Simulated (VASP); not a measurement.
# InP (Fm-3m) in VASP: further runs

InP is run at these levels: PBE; tasks: single point.

Everything below comes from runs of VASP 6.6.1. Logs are shortened: lines on timing, memory, paths and dates and some standing lists are left out, and cuts for length are marked.

### 1 The cell of the first run

It takes space group Fm-3m (No. 225, cubic). The conventional cell has a = 5.710 Å, b = 5.710 Å, c = 5.710 Å, α = 90.00°, β = 90.00°, γ = 90.00°. Within 3.8 Å of In (site symmetry m-3m) lie 6 P at 2.86 Å. P (site symmetry m-3m) has 6 In at 2.86 Å within 3.8 Å.

### 2 Single point, PBE

Contents of INCAR:

```
PREC = Accurate
ENCUT = 500
EDIFF = 1E-6
ISMEAR = 0
SIGMA = 0.05
LREAL = False
LASPH = True
NELM = 120
ALGO = Normal
ISIF = 2
LWAVE = False
LCHARG = False
GGA = PE
NBANDS = 16
GGA_COMPAT = False
```

Contents of KPOINTS:

```
Automatic mesh
0
Gamma
  6 6 6
```

Contents of POSCAR:

```
InP
1.0
    0.0000000000      2.8550009661      2.8550009661
    2.8550009661      0.0000000000      2.8550009661
    2.8550009661      2.8550009661      0.0000000000
In P
1 1
Direct
    0.0000000000      0.0000000000      0.0000000000
    0.5000000000      0.5000000000      0.5000000000
```

Potentials or basis: VASP PAW PBE potentials, release 64 (In_d, P).

Command:

```sh
$ cat potpaw_PBE.64/In_d/POTCAR potpaw_PBE.64/P/POTCAR > POTCAR
$ mpirun -np 1 vasp_std > vasp.out
```

OUTCAR:

```text
PREC = Accurate
   ENCUT = 500
   EDIFF = 1E-6
   ISMEAR = 0
   LREAL = False
   LASPH = True
   NELM = 120
   ISIF = 2
   GGA = PE

 ion  position               nearest neighbor table
   1  0.000  0.000  0.000-   2 2.86   2 2.86   2 2.86   2 2.86   2 2.86   2 2.86
   2  0.500  0.500  0.500-   1 2.86   1 2.86   1 2.86   1 2.86   1 2.86   1 2.86

  LATTYP: Found a face centered cubic cell.
 ALAT       =     5.7100019322

  Lattice vectors:

 A1 = (   0.0000000000,   2.8550009661,   2.8550009661)
 A2 = (   2.8550009661,   0.0000000000,   2.8550009661)
 A3 = (   2.8550009661,   2.8550009661,   0.0000000000)

Analysis of symmetry for initial positions (statically):
=====================================================================
 Subroutine PRICEL returns:
 Original cell was already a primitive cell.

 Routine SETGRP: Setting up the symmetry group for a
 face centered cubic supercell.

 Subroutine GETGRP returns: Found 48 space group operations
 (whereof 48 operations were pure point group operations)
 out of a pool of 48 trial point group operations.

The static configuration has the point symmetry O_h .

Analysis of symmetry for dynamics (positions and initial velocities):
=====================================================================
 Subroutine PRICEL returns:
 Original cell was already a primitive cell.

 Routine SETGRP: Setting up the symmetry group for a
 face centered cubic supercell.

 Subroutine GETGRP returns: Found 48 space group operations
 (whereof 48 operations were pure point group operations)
 out of a pool of 48 trial point group operations.

The dynamic configuration has the point symmetry O_h .

 Subroutine INISYM returns: Found 48 space group operations
 (whereof 48 operations are pure point group operations),
 and found     1 'primitive' translations

----------------------------------------------------------------------------------------

                                     Primitive cell

  volume of cell :      46.5424

  direct lattice vectors                    reciprocal lattice vectors
     0.000000000  2.855000966  2.855000966    -0.175131289  0.175131289  0.175131289
     2.855000966  0.000000000  2.855000966     0.175131289 -0.175131289  0.175131289
     2.855000966  2.855000966  0.000000000     0.175131289  0.175131289 -0.175131289

  length of vectors
     4.037581087  4.037581087  4.037581087     0.303336291  0.303336291  0.303336291

  position of ions in fractional coordinates (direct lattice)
     0.000000000  0.000000000  0.000000000
[... 70 lines left out ...]
   LREAL  =      F    real-space projection
   EDIFFG = 0.1E-04   stopping-criterion for IOM
   NSW    =      0    number of steps for IOM
   IBRION =     -1    ionic relax: 0-MD 1-quasi-New 2-CG
   NFREE  =      0    steps in history (QN), initial steepest desc. (CG)
   ISIF   =      2    stress and relaxation
   ISYM   =      2    0-nonsym 1-usesym 2-fastsym
   POTIM  = 0.5000    time-step for ionic-motion
   TEBEG  =    0.0;   TEEND  =   0.0 temperature during run
   PSTRESS=    0.0 pullay stress
   NELECT =      18.0000    total number of electrons
   NUPDOWN=      -1.0000    fix difference up-down
   EMIN   =  10.00;   EMAX   =-10.00  energy-range for DOS
   EFERMI =   0.00;   METHOD = LEGACY
   ISMEAR =     0;   SIGMA  =   0.05  broadening in eV -4-tet -1-fermi 0-gaus
   EFERMI_NEDOS =   21; number of points for ismear=-14 and -15
   IALGO  =     38    algorithm
   IMIX   =      4    mixing-type and parameters
     AMIX     =   0.40;   BMIX     =  1.00
     AMIX_MAG =   1.60;   BMIX_MAG =  1.00
  volume/ion in A,a.u.               =      23.27       157.04
  Fermi-wavevector in a.u.,A,eV,Ry     =   1.192750  2.253971 19.356362  1.422652
  Thomas-Fermi vector in A             =   2.328781
   LORBIT       =      0    0 simple, 1 ext, 2 COOP (PROOUT), +10 PAW based schemes
   GGA     = PE    functional components
   LHFCALC =     F    Hartree Fock is set to
   AEXX    =    0.0000 exact exchange contribution
   IVDW    =     0    specifies the selected vdW correction
   LEPSILON=     F    determine dielectric tensor
   LRPA    =     F    only Hartree local field effects (RPA)
 non-spin polarized calculation
 Gauss-broadening in eV      SIGMA  =   0.05
  energy-cutoff  :      500.00
  volume of cell :       46.54
 maximum number of plane-waves:      1243
 NGX is ok and might be reduce to    30
   NGX = 15   NGY = 15   NGZ = 15

 number of electron      17.9999993 magnetization

 Free energy of the ion-electron system (eV)
  ---------------------------------------------------
  ext. energy  EPLUGINS =         0.00000000
  ---------------------------------------------------
  free energy    TOTEN  =        -7.85832737 eV

  energy without entropy =       -7.85389509  energy(sigma->0) =       -7.85611123

 E-fermi :   5.9301     XC(G=0):  -9.9764

 val. band max:        5.9033193384   @ k =  -0.3333   0.1667   0.0000
 cond. band min:       5.9335550878   @ k =   0.3333   0.0000   0.0000
 fundamental gap:      0.0302357494
 Fermi energy:         5.9301197475

 k-point     1 :       0.0000    0.0000    0.0000
  band No.  band energies     occupation
      1      -8.1205      2.00000
      2      -8.1205      2.00000
      3      -8.1058      2.00000
      4      -8.1058      2.00000
      5      -8.1058      2.00000
      6      -5.4196      2.00000
[... 281 lines left out ...]
      3      -8.1106      2.00000
      4      -8.0554      2.00000
      5      -8.0229      2.00000
      6      -2.7775      2.00000
[... 8 lines left out ...]
     15      17.5134      0.00000
     16      19.0430      0.00000

------------------------ aborting loop because EDIFF is reached ----------------------------------------

  FORCE on cell =-STRESS in cart. coord.  units (eV):
  Direction    XX          YY          ZZ          XY          YZ          ZX
  --------------------------------------------------------------------------------------
  -------------------------------------------------------------------------------------
  Total       -1.4809026     -1.4809026     -1.4809026      0.0000000     -0.0000000      0.0000000
  in kB      -50.9786464    -50.9786464    -50.9786464      0.0000000     -0.0000000      0.0000000
  external PRESSURE =     -50.9786464 kB  Pullay stress =       0.0000000 kB

 VOLUME and BASIS-vectors are now :
 -----------------------------------------------------------------------------
  energy-cutoff  :      500.00
  volume of cell :       46.54
      direct lattice vectors                 reciprocal lattice vectors
     0.000000000  2.855000966  2.855000966    -0.175131289  0.175131289  0.175131289
     2.855000966  0.000000000  2.855000966     0.175131289 -0.175131289  0.175131289
     2.855000966  2.855000966  0.000000000     0.175131289  0.175131289 -0.175131289

 POSITION                                       TOTAL-FORCE (eV/Angst)
 -----------------------------------------------------------------------------------
      0.00000      0.00000      0.00000        -0.000000      0.000000      0.000000
      2.85500      2.85500      2.85500         0.000000      0.000000      0.000000
 -----------------------------------------------------------------------------------
    total drift:                               -0.000000      0.000000      0.000000

  FREE ENERGIE OF THE ION-ELECTRON SYSTEM (eV)
  ---------------------------------------------------
  free  energy   TOTEN  =        -7.8583273720 eV

  energy  without entropy=       -7.8538950919  energy(sigma->0) =       -7.85611123
```

OSZICAR:

```text
N       E                     dE             d eps       ncg     rms          rms(c)
DAV:   1     0.110499355971E+03    0.11050E+03   -0.81284E+03   512   0.126E+03
DAV:   2    -0.123442710923E+01   -0.11173E+03   -0.10674E+03   592   0.305E+02
DAV:   3    -0.792127707429E+01   -0.66868E+01   -0.65292E+01   632   0.697E+01
DAV:   4    -0.809240568859E+01   -0.17113E+00   -0.17105E+00   648   0.118E+01
DAV:   5    -0.810103963909E+01   -0.86340E-02   -0.86339E-02   760   0.221E+00    0.401E+00
DAV:   6    -0.786421787706E+01    0.23682E+00   -0.44542E-01   792   0.100E+01    0.228E+00
DAV:   7    -0.785788139462E+01    0.63365E-02   -0.59579E-02   712   0.189E+00    0.100E+00
DAV:   8    -0.785816606551E+01   -0.28467E-03   -0.47545E-03   640   0.752E-01    0.953E-02
DAV:   9    -0.785828858663E+01   -0.12252E-03   -0.19497E-04   728   0.142E-01    0.674E-02
DAV:  10    -0.785831872506E+01   -0.30138E-04   -0.24360E-05   624   0.558E-02    0.205E-02
DAV:  11    -0.785832723722E+01   -0.85122E-05   -0.83904E-06   632   0.291E-02    0.611E-03
DAV:  12    -0.785832737201E+01   -0.13479E-06   -0.29630E-07   400   0.509E-03
   1 F= -.78583274E+01 E0= -.78561112E+01  d E =-.443228E-02
```

Run time: 8.9 s. Hardware: 1 thread of Intel Xeon Platinum 8559C (Emerald Rapids), shared host; peak memory 0.16 GiB.

What came out:

- Free energy: -7.8583 eV
- Pressure: -5.1 GPa
- Band gap on the k mesh: zero (band 9 reaches 6.22 eV, above the bottom of band 10 at 3.91 eV)

Caveat: spin-orbit coupling is left out, which moves the levels of the heavy elements.

### 3 Single point, PBE

Contents of INCAR:

```
PREC     = Accurate       # precision mode
ENCUT    = 500            # plane-wave cutoff, eV
EDIFF    = 1E-6           # SCF threshold, eV
ISMEAR   = 0              # smearing method
SIGMA    = 0.05           # smearing width, eV
LREAL    = False          # projectors in reciprocal space
LASPH    = True           # aspherical terms in the spheres
NELM     = 120            # most SCF steps
ALGO     = Normal         # electronic algorithm
ISIF     = 2              # what is computed and relaxed
LWAVE    = False          # write WAVECAR
LCHARG   = True           # write CHGCAR
GGA      = PE             # functional
LELF     = True           # ELF
LVHAR    = True         
NBANDS   = 16             # bands
GGA_COMPAT= False
```

Contents of KPOINTS:

```
regular mesh
0
Gamma
  8 8 8
```

POSCAR is that of step 2.

Potentials or basis: VASP PAW PBE potentials, release 64 (In_d, P).

Command:

```sh
$ cat potpaw_PBE.64/In_d/POTCAR potpaw_PBE.64/P/POTCAR > POTCAR
$ mpirun -np 1 vasp_std > vasp.out
```

OUTCAR:

```text
PREC = Accurate
   ENCUT = 500
   EDIFF = 1E-6
   ISMEAR = 0
   LREAL = False
   LASPH = True
   NELM = 120
   ISIF = 2
   GGA = PE

 ion  position               nearest neighbor table
   1  0.000  0.000  0.000-   2 2.86   2 2.86   2 2.86   2 2.86   2 2.86   2 2.86
   2  0.500  0.500  0.500-   1 2.86   1 2.86   1 2.86   1 2.86   1 2.86   1 2.86

  LATTYP: Found a face centered cubic cell.
 ALAT       =     5.7100019322

  Lattice vectors:

 A1 = (   0.0000000000,   2.8550009661,   2.8550009661)
[... 643 lines left out ...]
------------------------ aborting loop because EDIFF is reached ----------------------------------------

  FORCE on cell =-STRESS in cart. coord.  units (eV):
  Direction    XX          YY          ZZ          XY          YZ          ZX
  --------------------------------------------------------------------------------------
  -------------------------------------------------------------------------------------
  Total       -1.5667021     -1.5667021     -1.5667021      0.0000000      0.0000000     -0.0000000
  in kB      -53.9322134    -53.9322134    -53.9322134      0.0000000      0.0000000     -0.0000000
  external PRESSURE =     -53.9322134 kB  Pullay stress =       0.0000000 kB

 VOLUME and BASIS-vectors are now :
 -----------------------------------------------------------------------------
  energy-cutoff  :      500.00
  volume of cell :       46.54
      direct lattice vectors                 reciprocal lattice vectors
     0.000000000  2.855000966  2.855000966    -0.175131289  0.175131289  0.175131289
     2.855000966  0.000000000  2.855000966     0.175131289 -0.175131289  0.175131289
     2.855000966  2.855000966  0.000000000     0.175131289  0.175131289 -0.175131289

 POSITION                                       TOTAL-FORCE (eV/Angst)
 -----------------------------------------------------------------------------------
      0.00000      0.00000      0.00000         0.000000      0.000000     -0.000000
      2.85500      2.85500      2.85500         0.000000      0.000000      0.000000
 -----------------------------------------------------------------------------------
    total drift:                               -0.000000      0.000000      0.000000

  FREE ENERGIE OF THE ION-ELECTRON SYSTEM (eV)
  ---------------------------------------------------
  free  energy   TOTEN  =        -7.8329627722 eV

  energy  without entropy=       -7.8304349392  energy(sigma->0) =       -7.83169886
```

It took 15 s on 1 thread of Intel Xeon Platinum 8559C (Emerald Rapids), shared host; peak memory 0.17 GiB.

What came out:

- Free energy: -7.8330 eV
- Pressure: -5.4 GPa
- Band gap on the k mesh: zero (band 9 reaches 6.24 eV, above the bottom of band 10 at 3.93 eV)

Caveat: spin-orbit coupling is left out, which moves the levels of the heavy elements.
